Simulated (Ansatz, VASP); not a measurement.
**WSe2: VASP beside Ansatz**

Contents of INCAR:

```
  PREC = Accurate
  ENCUT = 520
  EDIFF = 1E-6
  ISMEAR = 0
  SIGMA = 0.05
  LREAL = F
  LASPH = T
  NELM = 60
  ALGO = Normal
  ISIF = 2
  LWAVE = F
  LCHARG = F
  GGA = PS
  NBANDS = 20
```

KPOINTS

```
Automatic mesh
0
Gamma
  12 12 2
```

POSCAR

```
WSe2
1.0
    3.3179375931      0.0000000000      0.0000000000
   -1.6589687966      2.8734182438      0.0000000000
    0.0000000000      0.0000000000     16.6581424200
W Se
1 2
Direct
    0.0000000000      0.0000000000      0.0000000000
    0.2450915572      0.6020692032      0.0997865200
    0.4215751095      0.7312641301      0.9002134800
```

Input for Ansatz:

```yaml
crystal:
  lattice:
    - [3.3179375931, 0.0, 0.0]
    - [-1.6589687966, 2.8734182438, 0.0]
    - [0.0, 0.0, 16.65814242]
  atoms:
    - { symbol: W, position: [0.0, 0.0, 0.0] }
    - { symbol: Se, position: [0.2450915572, 0.6020692032, 0.09978652] }
    - { symbol: Se, position: [0.4215751095, 0.7312641301, 0.90021348] }
basis:
  ecutwfc: 420
kpoints:
  mp_grid: { grid: [12, 12, 2] }
hamiltonian:
  xc: pbesol
scf:
  occupations: { method: gaussian, width: 0.05 }
output:
  forces: true
  stress: true
  eigenvalues: true
```

Change from the starting cell: mode 4 (170.3 1/cm) frozen in, largest displacement +0.263 Å.

Alike in both runs: task single point; functional PBEsol; k mesh 12 × 12 × 2; occupations gaussian, width 0.05 eV; no spin polarisation.

|  | VASP | Ansatz |
| --- | --- | --- |
| version | VASP 6.6.1 | Ansatz 0.2.0 |
| potentials or method | VASP PAW PBE potentials, release 64 (W_sv, Se), cutoff 520 eV | scalar-relativistic, plane waves, PAW |
| valence electrons in the cell | 26 | 46 |

|  | VASP | Ansatz | Ansatz less VASP |
| --- | --- | --- | --- |
| gap on the k mesh at the Fermi level (eV) | 1.40 | 1.41 | +0.003 |
| least direct gap on the mesh (eV) | 1.40 | 1.41 | +0.003 |
| rms of the force components (eV/Å) | 1.153 | 1.138 | -0.0149 |

VASP's potentials were made for PBE, not for PBEsol. Atom by atom the forces differ by 0.030 eV/Å (rms over components). VASP's potentials hold 26 valence electrons a cell and Ansatz's 46, so a difference there can come from the potentials and not from the codes.

Neither program's run includes spin-orbit coupling.
